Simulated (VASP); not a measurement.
# Al2Cu (P4/mmm) in VASP: further runs

Runs on Al2Cu. Level: r2SCAN. Tasks: single point.

Program: VASP 6.6.1. These are calculated values, not measurements. Logs are shortened: lines on timing, memory, paths and dates and some standing lists are left out, and cuts for length are marked.

### 1 The cell of the first run

It takes space group P4/mmm (No. 123, tetragonal). The conventional cell has a = 4.088 Å, b = 4.088 Å, c = 2.851 Å, α = 90.00°, β = 90.00°, γ = 90.00°. Al (site symmetry mmm) has 4 Cu at 2.49 Å and 6 Al at 2.85 to 2.89 Å within 3.3 Å. Cu (site symmetry 4/mmm) has 8 Al at 2.49 Å and 2 Cu at 2.85 Å within 3.3 Å.

### 2 Single point, r2SCAN

The input, POSCAR:

```
Al2Cu
1.0
    4.0880282815      0.0000000000      0.0000000000
    0.0000000000      4.0880282815      0.0000000000
    0.0000000000      0.0000000000      2.8513253939
Al Cu
2 1
Direct
    0.5000000000      0.0000000000      0.5000000000
    0.0000000000      0.5000000000      0.5000000000
    0.0000000000      0.0000000000      0.0000000000
```

The input, INCAR.step1:

```
SYSTEM = Al2Cu
ALGO = Normal
EDIFF = 1E-4
ENCUT = 520
GGA = PE
ISMEAR = 0
LASPH = .TRUE.
LCHARG = .FALSE.
LREAL = .FALSE.
LWAVE = .TRUE.
NBANDS = 16
NELM = 100
PREC = Accurate
SIGMA = 0.1
```

The input, INCAR.step2:

```
SYSTEM = Al2Cu
ALGO = Normal
EDIFF = 1E-7
ENCUT = 520
ISIF = 2
ISMEAR = 0
ISTART = 1
LASPH = .TRUE.
LCHARG = .FALSE.
LMIXTAU = .TRUE.
LREAL = .FALSE.
LWAVE = .FALSE.
METAGGA = R2SCAN
NBANDS = 16
NELM = 100
PREC = Accurate
SIGMA = 0.1
```

The input, KPOINTS:

```
k-points
0
G
  10 10 14
  0 0 0
```

Potentials or basis: VASP PAW PBE potentials, release 64 (Al, Cu).

Launch:

```
$ cat potpaw_PBE.64/Al/POTCAR potpaw_PBE.64/Cu/POTCAR > POTCAR
$ cp INCAR.step1 INCAR
$ mpirun -np 1 vasp_std > vasp.out
$ cp INCAR.step2 INCAR
$ mpirun -np 1 vasp_std > vasp.out
```

OUTCAR:

```text
SYSTEM = Al2Cu
   EDIFF = 1E-7
   ENCUT = 520
   ISIF = 2
   ISMEAR = 0
   ISTART = 1
   LASPH = .TRUE.
   LREAL = .FALSE.
   METAGGA = R2SCAN
   NELM = 100
   PREC = Accurate

 ion  position               nearest neighbor table
   1  0.500  0.000  0.500-   3 2.49   3 2.49   3 2.49   3 2.49   2 2.89   2 2.89   2 2.89   2 2.89

   2  0.000  0.500  0.500-   3 2.49   3 2.49   3 2.49   3 2.49   1 2.89   1 2.89   1 2.89   1 2.89

   3  0.000  0.000  0.000-   1 2.49   2 2.49   1 2.49   2 2.49   2 2.49   2 2.49   1 2.49   1 2.49

  LATTYP: Found a simple tetragonal cell.
 ALAT       =     4.0880282815
 C/A-ratio  =     0.6974818170

  Lattice vectors:

 A1 = (   4.0880282815,   0.0000000000,   0.0000000000)
 A2 = (   0.0000000000,   4.0880282815,   0.0000000000)
 A3 = (   0.0000000000,   0.0000000000,   2.8513253939)

Analysis of symmetry for initial positions (statically):
=====================================================================
 Subroutine PRICEL returns:
 Original cell was already a primitive cell.

 Routine SETGRP: Setting up the symmetry group for a
 simple tetragonal supercell.

 Subroutine GETGRP returns: Found 16 space group operations
 (whereof 16 operations were pure point group operations)
 out of a pool of 16 trial point group operations.

The static configuration has the point symmetry D_4h.

Analysis of symmetry for dynamics (positions and initial velocities):
=====================================================================
 Subroutine PRICEL returns:
 Original cell was already a primitive cell.

 Routine SETGRP: Setting up the symmetry group for a
 simple tetragonal supercell.

 Subroutine GETGRP returns: Found 16 space group operations
 (whereof 16 operations were pure point group operations)
 out of a pool of 16 trial point group operations.

The dynamic configuration has the point symmetry D_4h.

 Subroutine INISYM returns: Found 16 space group operations
 (whereof 16 operations are pure point group operations),
 and found     1 'primitive' translations

----------------------------------------------------------------------------------------

                                     Primitive cell

  volume of cell :      47.6513

  direct lattice vectors                    reciprocal lattice vectors
     4.088028281  0.000000000  0.000000000     0.244616703  0.000000000  0.000000000
     0.000000000  4.088028281  0.000000000     0.000000000  0.244616703  0.000000000
     0.000000000  0.000000000  2.851325394     0.000000000  0.000000000  0.350714093

  length of vectors
     4.088028281  4.088028281  2.851325394     0.244616703  0.244616703  0.350714093

  position of ions in fractional coordinates (direct lattice)
     0.500000000  0.000000000  0.500000000
     0.000000000  0.500000000  0.500000000
     0.000000000  0.000000000  0.000000000

  ion indices of the primitive-cell ions
   primitive index   ion index
                 1           1
                 2           2
                 3           3

----------------------------------------------------------------------------------------

 KPOINTS: k-points

Automatic generation of k-mesh.
 Grid dimensions read from file:
 generate k-points for:   10   10   14

 Generating k-lattice:

  Cartesian coordinates                     Fractional coordinates (reciprocal lattice)
     0.024461670  0.000000000  0.000000000     0.100000000  0.000000000  0.000000000
     0.000000000  0.024461670  0.000000000     0.000000000  0.100000000  0.000000000
     0.000000000  0.000000000  0.025051007     0.000000000  0.000000000  0.071428571

  Length of vectors
     0.024461670  0.024461670  0.025051007

  Shift w.r.t. Gamma in fractional coordinates (k-lattice)
     0.000000000  0.000000000  0.000000000

 Subroutine IBZKPT returns following result:
 ===========================================

 Found    168 irreducible k-points:

 Following reciprocal coordinates:
            Coordinates               Weight
  0.000000  0.000000  0.000000      1.000000
  0.100000  0.000000  0.000000      4.000000
  0.200000  0.000000  0.000000      4.000000
  0.300000  0.000000  0.000000      4.000000
  0.400000  0.000000  0.000000      4.000000
  0.500000  0.000000  0.000000      2.000000
[... 16 lines left out ...]
  0.100000  0.000000  0.071429      8.000000
  0.200000  0.000000  0.071429      8.000000
 [... further k-points ...]
   k-points           NKPTS =    168   k-points in BZ     NKDIM =    168   number of bands    NBANDS=     16
   number of dos      NEDOS =    301   number of ions     NIONS =      3
   total plane-waves  NPLWV =  21600
   dimension x,y,z NGX =    30 NGY =   30 NGZ =   24
   dimension x,y,z NGXF=    60 NGYF=   60 NGZF=   48
   ions per type =               2   1
   NGX,Y,Z   is equivalent  to a cutoff of  12.20, 12.20, 13.99 a.u.
   NGXF,Y,Z  is equivalent  to a cutoff of  24.40, 24.40, 27.99 a.u.
 SYSTEM =  Al2Cu
   PREC   = accura    normal or accurate (medium, high low for compatibility)
   ISTART =      1    job   : 0-new  1-cont  2-samecut
   ICHARG =      0    charge: 1-file 2-atom 10-const
   ISPIN  =      1    spin polarized calculation?
   LNONCOLLINEAR =      F non collinear calculations
   LSORBIT =      F    spin-orbit coupling
   LASPH  =      T    aspherical Exc in radial PAW
   ENCUT  =  520.0 eV  38.22 Ry    6.18 a.u.   7.60  7.60  5.30*2*pi/ulx,y,z
   NELM   =    100;   NELMIN=  2; NELMDL=  0     # of ELM steps
   EDIFF  = 0.1E-06   stopping-criterion for ELM
   LREAL  =      F    real-space projection
   EDIFFG = 0.1E-05   stopping-criterion for IOM
   NSW    =      0    number of steps for IOM
   IBRION =     -1    ionic relax: 0-MD 1-quasi-New 2-CG
   NFREE  =      0    steps in history (QN), initial steepest desc. (CG)
   ISIF   =      2    stress and relaxation
   ISYM   =      2    0-nonsym 1-usesym 2-fastsym
   POTIM  = 0.5000    time-step for ionic-motion
   TEBEG  =    0.0;   TEEND  =   0.0 temperature during run
   PSTRESS=    0.0 pullay stress
   NELECT =      17.0000    total number of electrons
   NUPDOWN=      -1.0000    fix difference up-down
   EMIN   =  10.00;   EMAX   =-10.00  energy-range for DOS
   EFERMI =   0.00;   METHOD = LEGACY
   ISMEAR =     0;   SIGMA  =   0.10  broadening in eV -4-tet -1-fermi 0-gaus
   EFERMI_NEDOS =   21; number of points for ismear=-14 and -15
   IALGO  =     38    algorithm
   IMIX   =      4    mixing-type and parameters
     AMIX     =   0.40;   BMIX     =  1.00
     AMIX_MAG =   1.60;   BMIX_MAG =  1.00
  volume/ion in A,a.u.               =      15.88       107.19
  Fermi-wavevector in a.u.,A,eV,Ry     =   1.161091  2.194144 18.342456  1.348132
  Thomas-Fermi vector in A             =   2.297667
   LORBIT       =      0    0 simple, 1 ext, 2 COOP (PROOUT), +10 PAW based schemes
   METAGGA = R2SCAN    functional components
   LHFCALC =     F    Hartree Fock is set to
   AEXX    =    0.0000 exact exchange contribution
   IVDW    =     0    specifies the selected vdW correction
   LEPSILON=     F    determine dielectric tensor
   LRPA    =     F    only Hartree local field effects (RPA)
 non-spin polarized calculation
 Gauss-broadening in eV      SIGMA  =   0.10
  energy-cutoff  :      520.00
  volume of cell :       47.65
 maximum number of plane-waves:      1312
   NGX = 15   NGY = 15   NGZ = 11

 number of electron      16.9999979 magnetization

 Free energy of the ion-electron system (eV)
  ---------------------------------------------------
  ext. energy  EPLUGINS =         0.00000000
  ---------------------------------------------------
  free energy    TOTEN  =       -24.41712712 eV

  energy without entropy =      -24.41230498  energy(sigma->0) =      -24.41471605

 E-fermi :   7.3040     XC(G=0): -11.2156

 val. band max:        7.2975901737   @ k =   0.2000   0.1000   0.5000
 cond. band min:       7.3178880902   @ k =   0.3000   0.2000   0.2857
 fundamental gap:      0.0202979165
 Fermi energy:         7.3039836491

 k-point     1 :       0.0000    0.0000    0.0000
  band No.  band energies     occupation
      1      -3.9323      2.00000
      2       1.6115      2.00000
      3       2.1204      2.00000
      4       2.8026      2.00000
      5       3.0701      2.00000
      6       3.0701      2.00000
[... 8 lines left out ...]
     15      14.8259      0.00000
     16      21.1543      0.00000

 k-point     2 :       0.1000    0.0000    0.0000
  band No.  band energies     occupation
      1      -3.8423      2.00000
      2       1.5548      2.00000
      3       2.0982      2.00000
      4       2.7738      2.00000
      5       3.0671      2.00000
      6       3.0705      2.00000
[... 8 lines left out ...]
     15      16.0754      0.00000
     16      20.7316      0.00000

 k-point     3 :       0.2000    0.0000    0.0000
  band No.  band energies     occupation
      1      -3.5758      2.00000
      2       1.2435      2.00000
      3       2.0520      2.00000
      4       2.7068      2.00000
      5       3.0595      2.00000
      6       3.0718      2.00000
[... 8 lines left out ...]
     15      17.9730      0.00000
     16      19.8119      0.00000

 k-point     4 :       0.3000    0.0000    0.0000
  band No.  band energies     occupation
      1      -3.1480      2.00000
      2       0.5020      2.00000
      3       2.0395      2.00000
      4       2.6364      2.00000
      5       2.8823      2.00000
      6       3.0502      2.00000
[... 8 lines left out ...]
     15      18.8045      0.00000
     16      20.0293      0.00000
[... 324 lines left out ...]
 k-point    22 :       0.0000    0.0000    0.0714
  band No.  band energies     occupation
      1      -3.8317      2.00000
      2       1.6442      2.00000
      3       2.1577      2.00000
      4       2.8127      2.00000
      5       2.9619      2.00000
      6       2.9619      2.00000
[... 8 lines left out ...]
     15      16.3679      0.00000
     16      20.1734      0.00000

 k-point    23 :       0.1000    0.0000    0.0714
  band No.  band energies     occupation
      1      -3.7418      2.00000
      2       1.5890      2.00000
      3       2.1364      2.00000
      4       2.7824      2.00000
      5       2.9480      2.00000
      6       2.9692      2.00000
[... 8 lines left out ...]
     15      16.8095      0.00000
     16      19.5060      0.00000

 k-point    24 :       0.2000    0.0000    0.0714
  band No.  band energies     occupation
      1      -3.4757      2.00000
      2       1.2891      2.00000
      3       2.0901      2.00000
      4       2.7165      2.00000
      5       2.8978      2.00000
      6       2.9807      2.00000
[... 8 lines left out ...]
     15      18.0359      0.00000
     16      18.4628      0.00000

 [... further k-points ...]
[... 5 lines left out ...]
  --------------------------------------------------------------------------------------
  -------------------------------------------------------------------------------------
  Total       -0.0387112     -0.0387112     -0.0248296      0.0000000     -0.0000000      0.0000000
  in kB       -1.3015858     -1.3015858     -0.8348433      0.0000000     -0.0000000      0.0000000
  external PRESSURE =      -1.1460050 kB  Pullay stress =       0.0000000 kB

 VOLUME and BASIS-vectors are now :
 -----------------------------------------------------------------------------
  energy-cutoff  :      520.00
  volume of cell :       47.65
      direct lattice vectors                 reciprocal lattice vectors
     4.088028281  0.000000000  0.000000000     0.244616703  0.000000000  0.000000000
     0.000000000  4.088028281  0.000000000     0.000000000  0.244616703  0.000000000
     0.000000000  0.000000000  2.851325394     0.000000000  0.000000000  0.350714093

 POSITION                                       TOTAL-FORCE (eV/Angst)
 -----------------------------------------------------------------------------------
      2.04401      0.00000      1.42566         0.000000      0.000000      0.000000
      0.00000      2.04401      1.42566         0.000000      0.000000      0.000000
      0.00000      0.00000      0.00000         0.000000      0.000000      0.000000
 -----------------------------------------------------------------------------------
    total drift:                                0.000000      0.000000      0.000000

  FREE ENERGIE OF THE ION-ELECTRON SYSTEM (eV)
  ---------------------------------------------------
  free  energy   TOTEN  =       -24.4171271191 eV

  energy  without entropy=      -24.4123049824  energy(sigma->0) =      -24.41471605
```

Run time: 8.8 min. Hardware: 1 thread of Intel Xeon 8259CL, shared host; peak memory 0.26 GiB.

Results:

- Free energy: -24.4171 eV
- Pressure: -0.1 GPa
- Band gap on the k mesh: zero (an odd number of electrons rules out a gap without spin polarisation)

Caveat: the PAW data sets were made with another functional, which shifts forces and pressure a little.

### 3 Single point, r2SCAN

POSCAR is that of step 2.

The input, INCAR.step1:

```
PREC = Accurate ; ENCUT = 520
ISMEAR = 0 ; SIGMA = 0.15
LREAL = False ; LASPH = True
NELM = 100 ; NBANDS = 16
GGA = PE ; ALGO = Normal
EDIFF = 1E-4 ; LWAVE = True
LCHARG = False
```

The input, INCAR.step2:

```
PREC = Accurate ; ENCUT = 520
EDIFF = 1E-6 ; ISMEAR = 0
SIGMA = 0.15 ; LREAL = False
LASPH = True ; NELM = 100
ALGO = Normal ; ISIF = 2
LWAVE = False ; LCHARG = False
METAGGA = R2SCAN ; LMIXTAU = True
NBANDS = 16 ; ISTART = 1
```

The input, KPOINTS:

```
Automatic mesh
0
Gamma
  12 12 16
```

Potentials or basis: VASP PAW PBE potentials, release 64 (Al, Cu).

Launch:

```
$ cat potpaw_PBE.64/Al/POTCAR potpaw_PBE.64/Cu/POTCAR > POTCAR
$ cp INCAR.step1 INCAR
$ mpirun -np 1 vasp_std > vasp.out
$ cp INCAR.step2 INCAR
$ mpirun -np 1 vasp_std > vasp.out
```

It took 11 min on 1 thread of Intel Xeon 8259CL, shared host; peak memory 0.31 GiB.

It converged, with:

```
Free energy            : -24.4205 eV
Pressure               : -0.2 GPa
Band gap on the k mesh : zero (an odd number of electrons rules out a gap without spin polarisation)
```

Stress tensor (GPa, compression positive):
```
 0.08  0.00  0.00
 0.00  0.08  0.00
 0.00  0.00 -0.77
```

Levels at points of the mesh, in eV from the Fermi level:
```
           k point  band 5  band 6  band 7  band 8  band 9  band 10  band 11  band 12  band 13  band 14
(0.00, 0.00, 0.00)   -4.23   -4.23   -2.64   -2.64    0.08     1.02     6.67     6.67     6.77     7.33
(0.50, 0.00, 0.00)   -4.54   -4.26   -4.22   -1.24    1.64     1.94     2.16     8.23     8.94     9.99
(0.50, 0.50, 0.00)   -4.57   -4.45   -4.25   -4.25   -2.56     9.01     9.01    10.15    10.62    11.01
(0.00, 0.00, 0.50)   -5.02   -4.29   -3.12    2.66    2.77     2.77     2.85     2.85     3.34     4.61
(0.50, 0.00, 0.50)   -4.38   -4.34   -3.28   -2.56   -1.69     4.00     4.17     4.68     5.69     6.47
(0.50, 0.50, 0.50)   -4.13   -3.72   -2.48   -2.48   -0.93    -0.80     0.20     0.20     2.71    12.70
```

Caveat: the PAW data sets were made with another functional, which shifts forces and pressure a little.
